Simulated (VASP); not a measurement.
# Ca2TeP (R-3m) in VASP: further runs

Ca2TeP is run at these levels: PBE; tasks: single point, relaxation of cell and atoms.

Everything below comes from runs of VASP 6.6.1. Logs are shortened: lines on timing, memory, paths and dates and some standing lists are left out, and cuts for length are marked.

## (1) The cell of the first run

It takes space group R-3m (No. 166, trigonal). The conventional cell has a = 4.264 Å, b = 4.264 Å, c = 21.713 Å, α = 90.00°, β = 90.00°, γ = 120.00°. Within 3.9 Å of P (site symmetry -3m) lie 6 Ca at 2.94 Å. Within 4.4 Å of Te (site symmetry -3m) lie 6 Ca at 3.18 Å and 6 Te at 4.26 Å and 6 P at 4.38 Å. Ca (site symmetry 3m) has 3 P at 2.94 Å and 3 Te at 3.18 Å and 9 Ca at 4.04 to 4.26 Å within 4.3 Å.

## (2) Single point, PBE

File INCAR:

```
PREC = Accurate
ENCUT = 520
EDIFF = 1E-6
ISMEAR = 1
SIGMA = 0.1137
LREAL = False
LASPH = True
NELM = 80
ALGO = Normal
ISIF = 2
LWAVE = False
LCHARG = False
GGA = PE
NBANDS = 24
```

File KPOINTS:

```
Automatic mesh
0
Gamma
  5 5 5
```

File POSCAR:

```
Ca2TeP
1.0
    2.1319424904      3.6926327122      0.0000006904
   -2.1319424904      3.6926327122      0.0000006904
   -2.1319424904      1.2308762175      7.2377143478
P Te Ca
1 1 2
Direct
    0.5000000000      0.0000000000      0.5000000000
    0.0000000000      0.0000000000      0.0000000000
    0.2404823834      0.5190352332      0.7214471502
    0.7595176166      0.4809647668      0.2785528498
```

Potentials or basis: VASP PAW PBE potentials, release 64 (P, Te, Ca_sv).

Started as:

```console
> cat potpaw_PBE.64/P/POTCAR potpaw_PBE.64/Te/POTCAR potpaw_PBE.64/Ca_sv/POTCAR > POTCAR
> mpirun -np 1 vasp_std > vasp.out
```

OUTCAR:

```text
PREC = Accurate
   ENCUT = 520
   EDIFF = 1E-6
   ISMEAR = 1
   LREAL = False
   LASPH = True
   NELM = 80
   ISIF = 2
   GGA = PE

 ion  position               nearest neighbor table
   1  0.500  0.000  0.500-   3 2.94   3 2.94   4 2.94   4 2.94   3 2.94   4 2.94
   2  0.000  0.000  0.000-   4 3.18   3 3.18   4 3.18   3 3.18   4 3.18   3 3.18
   3  0.240  0.519  0.721-   1 2.94   1 2.94   1 2.94   2 3.18   2 3.18   2 3.18
   4  0.760  0.481  0.279-   1 2.94   1 2.94   1 2.94   2 3.18   2 3.18   2 3.18

  LATTYP: Found a trigonal (rhomboedric) cell.
 ALAT       =     7.6449162210
 COS(alpha) =     0.8444623599

  Lattice vectors:

 A1 = (  -2.1319424904,   1.2308762175,   7.2377143478)
 A2 = (   0.0000000000,  -2.4617564947,   7.2377136574)
 A3 = (   2.1319424904,   1.2308762175,   7.2377143478)

Analysis of symmetry for initial positions (statically):
=====================================================================
 Subroutine PRICEL returns:
 Original cell was already a primitive cell.

 Routine SETGRP: Setting up the symmetry group for a
 trigonal (rhombohedral) supercell.

 Subroutine GETGRP returns: Found 12 space group operations
 (whereof 12 operations were pure point group operations)
 out of a pool of 12 trial point group operations.

The static configuration has the point symmetry D_3d.

Analysis of symmetry for dynamics (positions and initial velocities):
=====================================================================
 Subroutine PRICEL returns:
 Original cell was already a primitive cell.

 Routine SETGRP: Setting up the symmetry group for a
 trigonal (rhombohedral) supercell.

 Subroutine GETGRP returns: Found 12 space group operations
 (whereof 12 operations were pure point group operations)
 out of a pool of 12 trial point group operations.

The dynamic configuration has the point symmetry D_3d.

 Subroutine INISYM returns: Found 12 space group operations
 (whereof 12 operations are pure point group operations),
 and found     1 'primitive' translations

----------------------------------------------------------------------------------------

                                     Primitive cell

  volume of cell :     113.9575

[... 82 lines left out ...]
   LSORBIT =      F    spin-orbit coupling
   LASPH  =      T    aspherical Exc in radial PAW
   ENCUT  =  520.0 eV  38.22 Ry    6.18 a.u.   7.93  7.93 14.21*2*pi/ulx,y,z
   NELM   =     80;   NELMIN=  2; NELMDL= -5     # of ELM steps
   EDIFF  = 0.1E-05   stopping-criterion for ELM
   LREAL  =      F    real-space projection
   EDIFFG = 0.1E-04   stopping-criterion for IOM
   NSW    =      0    number of steps for IOM
   IBRION =     -1    ionic relax: 0-MD 1-quasi-New 2-CG
   NFREE  =      0    steps in history (QN), initial steepest desc. (CG)
   ISIF   =      2    stress and relaxation
   ISYM   =      2    0-nonsym 1-usesym 2-fastsym
   POTIM  = 0.5000    time-step for ionic-motion
   TEBEG  =    0.0;   TEEND  =   0.0 temperature during run
   PSTRESS=    0.0 pullay stress
   NELECT =      31.0000    total number of electrons
   NUPDOWN=      -1.0000    fix difference up-down
   EMIN   =  10.00;   EMAX   =-10.00  energy-range for DOS
   EFERMI =   0.00;   METHOD = LEGACY
   ISMEAR =     1;   SIGMA  =   0.11  broadening in eV -4-tet -1-fermi 0-gaus
   EFERMI_NEDOS =   21; number of points for ismear=-14 and -15
   IALGO  =     38    algorithm
   IMIX   =      4    mixing-type and parameters
     AMIX     =   0.40;   BMIX     =  1.00
     AMIX_MAG =   1.60;   BMIX_MAG =  1.00
  volume/ion in A,a.u.               =      28.49       192.26
  Fermi-wavevector in a.u.,A,eV,Ry     =   1.060753  2.004533 15.309242  1.125198
  Thomas-Fermi vector in A             =   2.196145
   LORBIT       =      0    0 simple, 1 ext, 2 COOP (PROOUT), +10 PAW based schemes
   GGA     = PE    functional components
   LHFCALC =     F    Hartree Fock is set to
   AEXX    =    0.0000 exact exchange contribution
   IVDW    =     0    specifies the selected vdW correction
   LEPSILON=     F    determine dielectric tensor
   LRPA    =     F    only Hartree local field effects (RPA)
 non-spin polarized calculation
 Methfessel and Paxton  Order N= 1 SIGMA  =   0.11
  energy-cutoff  :      520.00
  volume of cell :      113.96
 maximum number of plane-waves:      3086
   NGX = 15   NGY = 15   NGZ = 29

 number of electron      31.0000002 magnetization

 Free energy of the ion-electron system (eV)
  ---------------------------------------------------
  ext. energy  EPLUGINS =         0.00000000
  ---------------------------------------------------
  free energy    TOTEN  =       -16.98715115 eV

  energy without entropy =      -16.99229464  energy(sigma->0) =      -16.98886565

 E-fermi :   3.0067     XC(G=0):  -8.9845

 val. band max:        2.9516638924   @ k =  -0.0000  -0.0000   0.4000
 cond. band min:       3.0837469585   @ k =   0.0000   0.0000   0.2000
 fundamental gap:      0.1320830661
 Fermi energy:         3.0066791672

 k-point     1 :       0.0000    0.0000    0.0000
  band No.  band energies     occupation
      1     -36.7006      2.00000
      2     -36.6950      2.00000
      3     -17.7849      2.00000
      4     -17.7089      2.00000
      5     -17.7089      2.00000
      6     -17.7029      2.00000
[... 502 lines left out ...]
     23       8.2645      0.00000
     24       8.4257      0.00000

------------------------ aborting loop because EDIFF is reached ----------------------------------------

  FORCE on cell =-STRESS in cart. coord.  units (eV):
  Direction    XX          YY          ZZ          XY          YZ          ZX
  --------------------------------------------------------------------------------------
  -------------------------------------------------------------------------------------
  Total        0.0853727      0.0853727      0.0998163     -0.0000000     -0.0000000      0.0000000
  in kB        1.2002906      1.2002906      1.4033592     -0.0000000     -0.0000000      0.0000000
  external PRESSURE =       1.2679801 kB  Pullay stress =       0.0000000 kB

 VOLUME and BASIS-vectors are now :
 -----------------------------------------------------------------------------
  energy-cutoff  :      520.00
  volume of cell :      113.96
      direct lattice vectors                 reciprocal lattice vectors
     2.131942490  3.692632712  0.000000690     0.234527902  0.135404739  0.046055082
    -2.131942490  3.692632712  0.000000690    -0.234527902  0.135404765 -0.092110088
    -2.131942490  1.230876218  7.237714348     0.000000000 -0.000000026  0.138165170

 POSITION                                       TOTAL-FORCE (eV/Angst)
 -----------------------------------------------------------------------------------
      0.00000      2.46175      3.61886         0.000000     -0.000000     -0.000000
      0.00000      0.00000      0.00000         0.000000     -0.000000     -0.000000
     -2.13194      3.69263      5.22163         0.000000     -0.000000      0.005190
      0.00000      4.92351      2.01609        -0.000000      0.000000     -0.005190
 -----------------------------------------------------------------------------------
    total drift:                                0.000000     -0.000000     -0.000000

  FREE ENERGIE OF THE ION-ELECTRON SYSTEM (eV)
  ---------------------------------------------------
  free  energy   TOTEN  =       -16.9871511476 eV

  energy  without entropy=      -16.9922946406  energy(sigma->0) =      -16.98886565
```

It took 85 s on 1 thread of Intel Xeon 8259CL, shared host; peak memory 0.26 GiB.

Results:

```yaml
Free_energy: -16.9872 eV
Pressure: 0.1 GPa
Largest_force: 0.005 eV/Å
Band_gap_on_the_k_mesh: zero (an odd number of electrons rules out a gap without spin polarisation)
```

Forces in eV/Å, atoms in the order of the input:
```
P    0.000  0.000  0.000
Te   0.000  0.000  0.000
Ca   0.000  0.000  0.005
Ca   0.000  0.000 -0.005
```

Caveat: spin-orbit coupling is left out, which moves the levels of the heavy elements.

## (3) Relaxation of cell and atoms, PBE

This run uses another cell than the first one, of 27.50 Å³/atom.

File INCAR:

```
ALGO = Normal
EDIFF = 1E-7
EDIFFG = -0.01
ENCUT = 600
GGA = PE
IBRION = 2
ISIF = 3
ISMEAR = 1
LASPH = True
LCHARG = False
LREAL = False
LWAVE = False
NELM = 80
NSW = 60
PREC = Accurate
SIGMA = 0.1137
```

File KPOINTS:

```
k-points
0
Gamma
  5 5 5
```

File POSCAR:

```
Ca2TeP
1.0
    2.1101660000      3.6549110000      0.0000000000
   -2.1101660000      3.6549110000      0.0000000000
   -2.1101660000      1.2183010000      7.1314690000
P Te Ca
1 1 2
Direct
    0.5000000000      0.0000000000      0.5000000000
    0.0000000000      0.0000000000      0.0000000000
    0.2313000000      0.5374000000      0.6939000000
    0.7687000000      0.4626000000      0.3061000000
```

Potentials or basis: VASP PAW PBE potentials, release 64 (P, Te, Ca_sv).

Started as:

```console
> cat potpaw_PBE.64/P/POTCAR potpaw_PBE.64/Te/POTCAR potpaw_PBE.64/Ca_sv/POTCAR > POTCAR
> mpirun -np 1 vasp_std > vasp.out
```

Run time: 15 min. Hardware: 1 thread of Intel Xeon 8259CL, shared host; peak memory 0.31 GiB.

It converged, with:

* Free energy: -16.9874 eV
* Relaxed volume: 28.62 Å³/atom
* Relaxed cell: a = 4.271 Å, b = 4.271 Å, c = 7.655 Å, α = 73.80°, β = 90.00°, γ = 60.00°
* Space group after relaxing (to 0.1 Å): R-3m (No. 166)
* Energy gained by relaxing: 49.7 meV/atom
* Ionic steps: 13
* Pressure after relaxing: 0.0 GPa
* Largest force after relaxing: 0.008 eV/Å
* Band gap on the k mesh: zero (an odd number of electrons rules out a gap without spin polarisation)

Forces on the atoms (eV/Å):
```
P    0.000  0.000  0.000
Te   0.000  0.000  0.000
Ca   0.000  0.000 -0.008
Ca   0.000  0.000  0.008
```

The path:
```csv
step,energy change (eV),largest force (eV/Å),pressure (GPa),volume (Å³)
1,0.0000,0.8861,2.63,110.00
2,-0.1031,0.5281,-0.59,117.34
3,-0.1042,0.4970,-0.89,118.19
4,-0.1417,0.4100,-0.65,116.94
5,-0.1943,0.0691,0.40,113.28
6,-0.1943,0.0580,0.44,113.17
7,-0.1968,0.0081,-0.19,114.82
8,-0.1970,0.0061,-0.05,114.46
9,-0.1977,0.0005,-0.03,114.39
10,-0.1986,0.0134,0.03,114.25
11,-0.1986,0.0147,0.04,114.23
12,-0.1986,0.0144,0.03,114.24
13,-0.1986,0.0078,-0.05,114.47
```

Final structure:
```
P Te Ca
1.0
     2.13534    3.69852    0.00000
    -2.13534    3.69852    0.00000
    -2.13534    1.23284    7.24707
P Te Ca
1 1 2
Cartesian
  0.0000 2.4657 3.6235
  0.0000 4.9314 7.2471
  -2.1353 3.6985 5.2316
  0.0000 4.9314 2.0155
```

Levels at points of the mesh, in eV from the Fermi level:
| k point | band 12 | band 13 | band 14 | band 15 | band 16 | band 17 | band 18 | band 19 |
| --- | --- | --- | --- | --- | --- | --- | --- | --- |
| (0.00, 0.00, 0.00) | -0.37 | -0.37 | 0.62 | 0.84 | 0.84 | 3.51 | 3.68 | 3.68 |

Caveat: spin-orbit coupling is left out, which moves the levels of the heavy elements.

The gap in the log of VASP goes by the Fermi energy; the results here count the filled bands.